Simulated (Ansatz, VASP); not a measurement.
Two plane-wave programs on C

```
C
1.0
     0.00000    1.92607    1.92607
     1.92607    0.00000    1.92607
     1.92607    1.92607    0.00000
C
2
Direct
  0.50000 0.50000 0.50000
  0.75000 0.75000 0.75000
```

Change from the starting cell: strain +0.080 along x and y, +0.080 along z, atoms carried along.

Alike in both runs: task single point; functional r2SCAN; k mesh 12 × 12 × 12; occupations gaussian, width 0.05 eV; no spin polarisation.

```csv
,VASP,Ansatz
version,VASP 6.6.1,Ansatz 0.2.0
potentials or method,"VASP PAW PBE potentials, release 64 (C), cutoff 520 eV","scalar-relativistic, plane waves, PAW"
valence electrons in the cell,8,8
```

```csv
,VASP,Ansatz,Ansatz less VASP
gap on the k mesh at the Fermi level (eV),3.82,3.84,+0.019
least direct gap on the mesh (eV),5.20,5.23,+0.028
pressure (GPa),-67.7,-68.2,-0.53
```

VASP's potentials were made for PBE, not for r2SCAN. Both programs put the cell under strong tension, so it lies far from rest at this level.

Noted on VASP's run: the cell as given lies far from equilibrium.
